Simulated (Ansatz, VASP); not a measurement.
**Two plane-wave programs on SnTe**

```
Sn Te
1.0
     3.89192    0.00000    0.00000
     0.00000    3.89192    0.00000
     0.00000    0.00000    3.89192
Sn Te
1 1
Direct
  0.00000 0.00000 0.00000
  0.50000 0.50000 0.50000
```

Alike in both runs: task single point; functional PBE; k mesh 4 × 4 × 4; occupations gaussian, width 0.05 eV; no spin polarisation.

```csv
,VASP,Ansatz
version,VASP 6.6.1,Ansatz 0.2.0
potentials or method,"VASP PAW PBE potentials, release 64 (Sn_d, Te), cutoff 500 eV","scalar-relativistic, plane waves, PAW"
valence electrons in the cell,20,30
```

```tsv
	VASP	Ansatz	Ansatz less VASP
gap on the k mesh at the Fermi level (eV)	none	none	-
pressure (GPa)	-0.1	-0.1	+0.05
```

A gap of «none» marks a metal or a gap that the smearing closes. The functional is the same, so the differences come from potentials, cutoffs and numerics. VASP's potentials hold 20 valence electrons a cell and Ansatz's 30, so a difference there can come from the potentials and not from the codes.

The k mesh is coarse, so the values compare programs but aren't converged. Neither program's run includes spin-orbit coupling.
